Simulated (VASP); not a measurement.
# ZnSe3 (Cmmm) in VASP: further runs

The runs below take ZnSe3 through single point, with PBE.

Everything below comes from runs of VASP 6.6.1. Logs are shortened: lines on timing, memory, paths and dates and some standing lists are left out, and cuts for length are marked.

### Step 1. The cell of the first run

Symmetry: Cmmm, No. 65, orthorhombic system. Conventional cell: a = 5.330 Å, b = 10.188 Å, c = 3.603 Å, α = 90.00°, β = 90.00°, γ = 90.00°. Zn (site symmetry mmm) has 4 Se at 2.50 to 2.67 Å within 3.3 Å. Se (site symmetry m2m) has 1 Zn at 2.50 Å and 3 Se at 2.59 to 2.67 Å within 3.3 Å. Within 3.4 Å of Se (site symmetry mmm) lie 2 Se at 2.59 Å and 2 Zn at 2.67 Å.

### Step 2. Single point, PBE

Input file INCAR:

```
PREC = Accurate
ENCUT = 500
EDIFF = 1E-6
ISMEAR = 0
SIGMA = 0.1
LREAL = F
LASPH = T
NELM = 120
ALGO = Normal
ISIF = 2
LWAVE = F
LCHARG = F
GGA = PE
NBANDS = 23
GGA_COMPAT = F
```

Input file KPOINTS:

```
regular mesh
0
Gamma
  4 4 4
```

Input file POSCAR:

```
ZnSe3
1.0
    2.6652106964     -5.0940527899      0.0000000000
    2.6652106964      5.0940527899      0.0000000000
    0.0000000000      0.0000000000      3.6032785542
Zn Se
1 3
Direct
    0.5000000000      0.5000000000      0.5000000000
    0.2542742849      0.7457257151      0.5000000000
    0.7457257151      0.2542742849      0.5000000000
    0.0000000000      0.0000000000      0.5000000000
```

Potentials or basis: VASP PAW PBE potentials, release 64 (Zn, Se).

Launch:

```bash
> cat potpaw_PBE.64/Zn/POTCAR potpaw_PBE.64/Se/POTCAR > POTCAR
> mpirun -np 1 vasp_std > vasp.out
```

OUTCAR:

```text
PREC = Accurate
   ENCUT = 500
   EDIFF = 1E-6
   ISMEAR = 0
   LREAL = F
   LASPH = T
   NELM = 120
   ISIF = 2
   GGA = PE

 ion  position               nearest neighbor table
   1  0.500  0.500  0.500-   2 2.50   3 2.50   4 2.67   4 2.67
   2  0.254  0.746  0.500-   1 2.50   4 2.59   3 2.67   3 2.67
   3  0.746  0.254  0.500-   1 2.50   4 2.59   2 2.67   2 2.67
   4  0.000  0.000  0.500-   2 2.59   3 2.59   1 2.67   1 2.67

  LATTYP: Found a base centered orthorhombic cell.
 ALAT       =     5.3304213928
 B/A-ratio  =     1.9113133520
 C/A-ratio  =     0.6759838085

  Lattice vectors:

 A1 = (   2.6652106964,  -5.0940527899,   0.0000000000)
 A2 = (   2.6652106964,   5.0940527899,   0.0000000000)
 A3 = (   0.0000000000,   0.0000000000,   3.6032785542)

Analysis of symmetry for initial positions (statically):
=====================================================================
 Subroutine PRICEL returns:
 Original cell was already a primitive cell.

 Routine SETGRP: Setting up the symmetry group for a
 base centered orthorhombic supercell.

 Subroutine GETGRP returns: Found  8 space group operations
 (whereof  8 operations were pure point group operations)
 out of a pool of  8 trial point group operations.

The static configuration has the point symmetry D_2h.

Analysis of symmetry for dynamics (positions and initial velocities):
=====================================================================
 Subroutine PRICEL returns:
 Original cell was already a primitive cell.

 Routine SETGRP: Setting up the symmetry group for a
 base centered orthorhombic supercell.

 Subroutine GETGRP returns: Found  8 space group operations
 (whereof  8 operations were pure point group operations)
 out of a pool of  8 trial point group operations.

The dynamic configuration has the point symmetry D_2h.

 Subroutine INISYM returns: Found  8 space group operations
 (whereof  8 operations are pure point group operations),
 and found     1 'primitive' translations

----------------------------------------------------------------------------------------

                                     Primitive cell

  volume of cell :      97.8414

  direct lattice vectors                    reciprocal lattice vectors
     2.665210696 -5.094052790  0.000000000     0.187602429 -0.098153675  0.000000000
     2.665210696  5.094052790  0.000000000     0.187602429  0.098153675  0.000000000
     0.000000000  0.000000000  3.603278554     0.000000000  0.000000000  0.277525033

  length of vectors
     5.749149666  5.749149666  3.603278554     0.211728163  0.211728163  0.277525033

  position of ions in fractional coordinates (direct lattice)
     0.500000000  0.500000000  0.500000000
     0.254274285  0.745725715  0.500000000
     0.745725715  0.254274285  0.500000000
     0.000000000  0.000000000  0.500000000

  ion indices of the primitive-cell ions
   primitive index   ion index
                 1           1
                 2           2
                 3           3
                 4           4

----------------------------------------------------------------------------------------

 KPOINTS: regular mesh

Automatic generation of k-mesh.
 Grid dimensions read from file:
 generate k-points for:    4    4    4

 Generating k-lattice:

  Cartesian coordinates                     Fractional coordinates (reciprocal lattice)
     0.046900607 -0.024538419  0.000000000     0.250000000  0.000000000  0.000000000
     0.046900607  0.024538419  0.000000000     0.000000000  0.250000000  0.000000000
     0.000000000  0.000000000  0.069381258     0.000000000  0.000000000  0.250000000

  Length of vectors
     0.052932041  0.052932041  0.069381258

  Shift w.r.t. Gamma in fractional coordinates (k-lattice)
     0.000000000  0.000000000  0.000000000

 Subroutine IBZKPT returns following result:
 ===========================================

 Found     21 irreducible k-points:

 Following reciprocal coordinates:
            Coordinates               Weight
  0.000000  0.000000  0.000000      1.000000
  0.250000  0.000000  0.000000      4.000000
  0.500000  0.000000  0.000000      2.000000
  0.250000  0.250000  0.000000      2.000000
  0.500000  0.250000  0.000000      4.000000
 -0.250000  0.250000  0.000000      2.000000
[... 13 lines left out ...]
 -0.250000  0.250000  0.500000      2.000000
  0.500000  0.500000  0.500000      1.000000
   k-points           NKPTS =     21   k-points in BZ     NKDIM =     21   number of bands    NBANDS=     23
   number of dos      NEDOS =    301   number of ions     NIONS =      4
   total plane-waves  NPLWV =  49392
   dimension x,y,z NGX =    42 NGY =   42 NGZ =   28
   dimension x,y,z NGXF=    84 NGYF=   84 NGZF=   56
   ions per type =               1   3
   NGX,Y,Z   is equivalent  to a cutoff of  12.14, 12.14, 12.92 a.u.
   NGXF,Y,Z  is equivalent  to a cutoff of  24.29, 24.29, 25.84 a.u.
 SYSTEM =  unknown system
   PREC   = accura    normal or accurate (medium, high low for compatibility)
   ISTART =      0    job   : 0-new  1-cont  2-samecut
   ICHARG =      2    charge: 1-file 2-atom 10-const
   ISPIN  =      1    spin polarized calculation?
   LNONCOLLINEAR =      F non collinear calculations
   LSORBIT =      F    spin-orbit coupling
   LASPH  =      T    aspherical Exc in radial PAW
   ENCUT  =  500.0 eV  36.75 Ry    6.06 a.u.  10.48 10.48  6.57*2*pi/ulx,y,z
   NELM   =    120;   NELMIN=  2; NELMDL= -5     # of ELM steps
   EDIFF  = 0.1E-05   stopping-criterion for ELM
   LREAL  =      F    real-space projection
   EDIFFG = 0.1E-04   stopping-criterion for IOM
   NSW    =      0    number of steps for IOM
   IBRION =     -1    ionic relax: 0-MD 1-quasi-New 2-CG
   NFREE  =      0    steps in history (QN), initial steepest desc. (CG)
   ISIF   =      2    stress and relaxation
   ISYM   =      2    0-nonsym 1-usesym 2-fastsym
   POTIM  = 0.5000    time-step for ionic-motion
   TEBEG  =    0.0;   TEEND  =   0.0 temperature during run
   PSTRESS=    0.0 pullay stress
   NELECT =      30.0000    total number of electrons
   NUPDOWN=      -1.0000    fix difference up-down
   EMIN   =  10.00;   EMAX   =-10.00  energy-range for DOS
   EFERMI =   0.00;   METHOD = LEGACY
   ISMEAR =     0;   SIGMA  =   0.10  broadening in eV -4-tet -1-fermi 0-gaus
   EFERMI_NEDOS =   21; number of points for ismear=-14 and -15
   IALGO  =     38    algorithm
   IMIX   =      4    mixing-type and parameters
     AMIX     =   0.40;   BMIX     =  1.00
     AMIX_MAG =   1.60;   BMIX_MAG =  1.00
  volume/ion in A,a.u.               =      24.46       165.07
  Fermi-wavevector in a.u.,A,eV,Ry     =   1.103929  2.086123 16.580853  1.218658
  Thomas-Fermi vector in A             =   2.240394
   LORBIT       =      0    0 simple, 1 ext, 2 COOP (PROOUT), +10 PAW based schemes
   GGA     = PE    functional components
   LHFCALC =     F    Hartree Fock is set to
   AEXX    =    0.0000 exact exchange contribution
   IVDW    =     0    specifies the selected vdW correction
   LEPSILON=     F    determine dielectric tensor
   LRPA    =     F    only Hartree local field effects (RPA)
 non-spin polarized calculation
 Gauss-broadening in eV      SIGMA  =   0.10
  energy-cutoff  :      500.00
  volume of cell :       97.84
 maximum number of plane-waves:      2508
 NGX is ok and might be reduce to    42
   NGX = 21   NGY = 21   NGZ = 13

 number of electron      29.9999982 magnetization

 Free energy of the ion-electron system (eV)
  ---------------------------------------------------
  ext. energy  EPLUGINS =         0.00000000
  ---------------------------------------------------
  free energy    TOTEN  =       -11.47086451 eV

  energy without entropy =      -11.46235957  energy(sigma->0) =      -11.46661204

 E-fermi :   2.5726     XC(G=0):  -9.2736

 val. band max:        2.5693013153   @ k =   0.2500   0.2500   0.5000
 cond. band min:       2.6323039299   @ k =   0.5000   0.2500   0.0000
 fundamental gap:      0.0630026146
 Fermi energy:         2.5726404012

 k-point     1 :       0.0000    0.0000    0.0000
  band No.  band energies     occupation
      1     -12.4736      2.00000
      2      -9.6007      2.00000
      3      -8.8918      2.00000
      4      -4.6662      2.00000
      5      -4.6477      2.00000
      6      -4.5152      2.00000
[... 15 lines left out ...]
     22      11.3557      0.00000
     23      11.8141      0.00000

 k-point     2 :       0.2500    0.0000    0.0000
  band No.  band energies     occupation
      1     -12.1807      2.00000
      2     -10.0036      2.00000
      3      -9.2331      2.00000
      4      -4.7610      2.00000
      5      -4.6284      2.00000
      6      -4.5439      2.00000
[... 15 lines left out ...]
     22      10.1563      0.00000
     23      10.8764      0.00000

 k-point     3 :       0.5000    0.0000    0.0000
  band No.  band energies     occupation
      1     -11.6285      2.00000
      2     -10.7977      2.00000
      3      -9.3589      2.00000
      4      -4.8623      2.00000
      5      -4.7727      2.00000
      6      -4.5236      2.00000
[... 15 lines left out ...]
     22       9.5406      0.00000
     23       9.5852      0.00000

 k-point     4 :       0.2500    0.2500    0.0000
  band No.  band energies     occupation
      1     -11.6605      2.00000
      2     -10.6935      2.00000
      3      -9.4804      2.00000
      4      -4.7889      2.00000
      5      -4.6493      2.00000
      6      -4.5762      2.00000
[... 15 lines left out ...]
     22       9.5020      0.00000
     23      10.4437      0.00000

 k-point     5 :       0.5000    0.2500    0.0000
  band No.  band energies     occupation
      1     -11.7267      2.00000
      2     -10.8821      2.00000
      3      -9.0701      2.00000
      4      -4.7731      2.00000
      5      -4.6236      2.00000
      6      -4.5319      2.00000
[... 15 lines left out ...]
     22       9.8356      0.00000
     23       9.9540      0.00000

 k-point     6 :      -0.2500    0.2500    0.0000
  band No.  band energies     occupation
      1     -12.2250      2.00000
      2     -10.3382      2.00000
      3      -8.6202      2.00000
      4      -4.7909      2.00000
      5      -4.6086      2.00000
      6      -4.5377      2.00000
[... 15 lines left out ...]
     22      10.2617      0.00000
     23      11.1108      0.00000

 k-point     7 :       0.5000    0.5000    0.0000
  band No.  band energies     occupation
      1     -11.7617      2.00000
      2     -11.0684      2.00000
      3      -8.6362      2.00000
      4      -4.6319      2.00000
      5      -4.5403      2.00000
      6      -4.5306      2.00000
[... 275 lines left out ...]
     22      10.1228      0.00000
     23      10.4716      0.00000

 k-point    18 :       0.2500    0.2500    0.5000
  band No.  band energies     occupation
      1     -11.2759      2.00000
      2     -10.3132      2.00000
      3      -9.1011      2.00000
      4      -4.7592      2.00000
      5      -4.5954      2.00000
      6      -4.5701      2.00000
[... 15 lines left out ...]
     22      11.0434      0.00000
     23      11.3143      0.00000

 k-point    19 :       0.5000    0.2500    0.5000
  band No.  band energies     occupation
      1     -11.3387      2.00000
      2     -10.5102      2.00000
      3      -8.6816      2.00000
      4      -4.7291      2.00000
      5      -4.6058      2.00000
      6      -4.5517      2.00000
[... 15 lines left out ...]
     22      10.0712      0.00000
     23      10.7602      0.00000

 k-point    20 :      -0.2500    0.2500    0.5000
  band No.  band energies     occupation
      1     -11.8305      2.00000
      2      -9.9768      2.00000
      3      -8.2441      2.00000
      4      -4.7294      2.00000
      5      -4.6001      2.00000
      6      -4.5771      2.00000
[... 15 lines left out ...]
     22       9.3812      0.00000
     23       9.9545      0.00000

 k-point    21 :       0.5000    0.5000    0.5000
  band No.  band energies     occupation
      1     -11.3743      2.00000
      2     -10.6926      2.00000
      3      -8.2557      2.00000
      4      -4.6148      2.00000
      5      -4.5757      2.00000
      6      -4.5344      2.00000
[... 15 lines left out ...]
     22      10.7170      0.00000
     23      11.4334      0.00000

------------------------ aborting loop because EDIFF is reached ----------------------------------------

  FORCE on cell =-STRESS in cart. coord.  units (eV):
  Direction    XX          YY          ZZ          XY          YZ          ZX
  --------------------------------------------------------------------------------------
  -------------------------------------------------------------------------------------
  Total        0.0371082      0.0257874     -0.0390046      0.0000000      0.0000000      0.0000000
  in kB        0.6076565      0.4222743     -0.6387093      0.0000000      0.0000000      0.0000000
  external PRESSURE =       0.1304072 kB  Pullay stress =       0.0000000 kB

 VOLUME and BASIS-vectors are now :
 -----------------------------------------------------------------------------
  energy-cutoff  :      500.00
  volume of cell :       97.84
      direct lattice vectors                 reciprocal lattice vectors
     2.665210696 -5.094052790  0.000000000     0.187602429 -0.098153675  0.000000000
     2.665210696  5.094052790  0.000000000     0.187602429  0.098153675  0.000000000
     0.000000000  0.000000000  3.603278554     0.000000000  0.000000000  0.277525033

 POSITION                                       TOTAL-FORCE (eV/Angst)
 -----------------------------------------------------------------------------------
      2.66521      0.00000      1.80164         0.000000      0.000000      0.000000
      2.66521      2.50348      1.80164         0.000000      0.021641      0.000000
      2.66521     -2.50348      1.80164         0.000000     -0.021641      0.000000
      0.00000      0.00000      1.80164         0.000000      0.000000      0.000000
 -----------------------------------------------------------------------------------
    total drift:                                0.000000     -0.000000     -0.000000

  FREE ENERGIE OF THE ION-ELECTRON SYSTEM (eV)
  ---------------------------------------------------
  free  energy   TOTEN  =       -11.4708645091 eV

  energy  without entropy=      -11.4623595710  energy(sigma->0) =      -11.46661204
```

Run time: 20 s. Hardware: 1 thread of Intel Xeon 6975P-C (Granite Rapids), shared host; peak memory 0.22 GiB.

What came out:

| Property | Result |
| --- | --- |
| Free energy | -11.4709 eV |
| Pressure | 0.0 GPa |
| Largest force | 0.022 eV/Å |
| Band gap on the k mesh | zero (band 15 reaches 3.75 eV, above the bottom of band 16 at 1.52 eV) |

Forces in eV/Å, atoms in the order of the input:
```
Zn   0.000  0.000  0.000
Se   0.000  0.022  0.000
Se   0.000 -0.022  0.000
Se   0.000  0.000  0.000
```

Caveat: the k points lie up to 0.44 Å⁻¹ apart.

### Step 3. Single point, PBE

This run uses another cell than the first one, of 26.61 Å³/atom, 1.088 times its volume.

Input file INCAR:

```
SYSTEM = ZnSe3
PREC = Accurate
ENCUT = 500
EDIFF = 1E-6
ISMEAR = 0
SIGMA = 0.1
LREAL = .False.
LASPH = .True.
NELM = 120
ALGO = Normal
ISIF = 2
LWAVE = .False.
LCHARG = .False.
GGA = PE
NBANDS = 23
GGA_COMPAT = .False.
```

Input file KPOINTS:

```
Automatic mesh
0
Gamma
  4 4 4
  0 0 0
```

Input file POSCAR:

```
ZnSe3
1.0
    2.3870164300     -3.6888615700      0.0000000000
    2.3870164300      3.6888615700      0.0000000000
    0.0000000000      0.0000000000      6.0447182300
Zn Se
1 3
Direct
    0.5000000000      0.5000000000      0.5000000000
    0.2482707900      0.7517292100      0.5000000000
    0.7517292100      0.2482707900      0.5000000000
    0.0000000000      0.0000000000      0.5000000000
```

Potentials or basis: VASP PAW PBE potentials, release 64 (Zn, Se).

Launch:

```bash
> cat potpaw_PBE.64/Zn/POTCAR potpaw_PBE.64/Se/POTCAR > POTCAR
> mpirun -np 1 vasp_std > vasp.out
```

Wall time 20 s (1 thread of Intel Xeon 6975P-C (Granite Rapids), shared host); peak memory 0.22 GiB.

Results (log left out):

```yaml
Free_energy: 6.5571 eV
Pressure: 84.5 GPa
Largest_force: 10.433 eV/Å
Band_gap_on_the_k_mesh: zero (band 15 reaches 3.67 eV, above the bottom of band 16 at 2.84 eV)
```

Forces on the atoms (eV/Å):
```
Zn    0.000   0.000   0.000
Se    0.000 -10.433   0.000
Se    0.000  10.433   0.000
Se    0.000   0.000   0.000
```

Stress tensor (GPa, compression positive):
```
 36.01   0.00   0.00
  0.00 217.67   0.00
  0.00   0.00  -0.07
```

Levels at points of the mesh, in eV from the Fermi level:
```
           k point  band 11  band 12  band 13  band 14  band 15  band 16  band 17  band 18  band 19  band 20
(0.00, 0.00, 0.00)    -8.08    -7.51    -5.02    -2.27    -1.06     0.80     3.55     4.06     4.66     5.96
(0.50, 0.00, 0.00)    -5.49    -4.28    -3.67    -2.43    -1.29    -0.69     1.71     2.57     3.20     3.60
(0.50, 0.50, 0.00)    -6.21    -5.66    -2.33    -2.31    -0.69     2.45     2.95     3.09     3.10     5.49
(0.00, 0.00, 0.50)    -8.08    -7.51    -5.00    -2.30    -1.11     2.36     3.09     3.56     4.48     4.95
(0.50, 0.00, 0.50)    -5.55    -4.28    -3.66    -2.43    -1.28    -0.75     1.40     3.37     4.79     4.84
(0.50, 0.50, 0.50)    -6.25    -5.71    -2.44    -2.31    -0.68     2.45     2.69     4.51     4.82     5.15
```

Caveat: the k points lie up to 0.39 Å⁻¹ apart; forces of over 1 eV/Å act on the atoms, so gaps and moduli don't describe the material at rest.

### Step 4. Single point, PBE

This run uses another cell than the first one, of 25.24 Å³/atom, 1.032 times its volume.

Input file INCAR:

```
PREC = Accurate
ENCUT = 500
EDIFF = 1E-6
ISMEAR = 0
SIGMA = 0.1
LREAL = F
LASPH = T
NELM = 120
ALGO = Normal
ISIF = 2
LWAVE = F
LCHARG = F
GGA = PE
NBANDS = 23
GGA_COMPAT = F
```

Input file KPOINTS:

```
regular mesh
0
Gamma
  4 4 6
```

Input file POSCAR:

```
ZnSe3
1.0
    2.6496711494     -5.1117801699      0.0000000000
    2.6496711494      5.1117801699      0.0000000000
    0.0000000000      0.0000000000      3.7263223694
Zn Se
1 3
Direct
    0.5000000000      0.5000000000      0.5000000000
    0.2526157371      0.7473842629      0.5000000000
    0.7473842629      0.2526157371      0.5000000000
    0.0000000000      0.0000000000      0.5000000000
```

Launch:

```bash
> cat potpaw_PBE.64/Zn/POTCAR potpaw_PBE.64/Se/POTCAR > POTCAR
> mpirun -np 1 vasp_std > vasp.out
```

Wall time 26 s (1 thread of Intel Xeon 6975P-C (Granite Rapids), shared host); peak memory 0.23 GiB.

It converged, with:

| Property | Result |
| --- | --- |
| Free energy | -11.4298 eV |
| Pressure | 0.1 GPa |
| Largest force | 0.011 eV/Å |
| Band gap on the k mesh | zero (band 15 reaches 3.28 eV, above the bottom of band 16 at 1.28 eV) |

Forces on the atoms (eV/Å):
```
Zn   0.000  0.000  0.000
Se   0.000 -0.011  0.000
Se   0.000  0.011  0.000
Se   0.000  0.000  0.000
```

Stress tensor (GPa, compression positive):
```
 0.18  0.00  0.00
 0.00  0.23  0.00
 0.00  0.00 -0.01
```

Levels at points of the mesh, in eV from the Fermi level:
```
           k point  band 11  band 12  band 13  band 14  band 15  band 16  band 17  band 18  band 19  band 20
(0.00, 0.00, 0.00)    -3.88    -3.72    -2.06     0.37     0.90     2.27     2.43     4.45     4.80     7.43
(0.50, 0.00, 0.00)    -2.66    -1.42    -1.41    -1.21    -0.57     0.58     1.73     4.29     4.48     5.89
(0.50, 0.50, 0.00)    -3.72    -2.57    -1.38    -0.78     0.56     0.70     1.02     4.65     4.74     5.48
(0.00, 0.00, 0.50)    -4.71    -3.30    -3.05    -1.68    -1.07     2.54     2.72     3.34     4.64     4.65
(0.50, 0.00, 0.50)    -3.03    -2.70    -2.30    -1.54    -1.12    -1.11     1.50     2.20     5.27     5.55
(0.50, 0.50, 0.50)    -3.70    -3.20    -3.08    -2.24    -1.27     0.98     1.67     3.22     4.42     4.83
```

### Step 5. Overview

```tsv
cell	k mesh	gap on the mesh (eV)	pressure (GPa)	largest force (eV/Å)
a = 5.749, b = 5.749, c = 3.603 Å, angles 90.0, 90.0, 124.8°, 4 atoms	4 × 4 × 4	none	0.0	0.02
a = 4.394, b = 4.394, c = 6.045 Å, angles 90.0, 90.0, 114.2°, 4 atoms	4 × 4 × 4	none	84.5	10.43
a = 5.758, b = 5.758, c = 3.726 Å, angles 90.0, 90.0, 125.2°, 4 atoms	4 × 4 × 6	none	0.1	0.01
```

Alike in all rows: task single point; level PBE; potentials or basis VASP PAW PBE potentials, release 64 (Zn, Se); no spin polarisation; cutoff (eV) 500; smearing gaussian 0.1 eV.

Caveats: some runs use coarse meshes; forces of over 1 eV/Å act on the atoms, so gaps and moduli don't describe the material at rest (some runs).

Absolute energies hang on the potentials; compare differences alone.
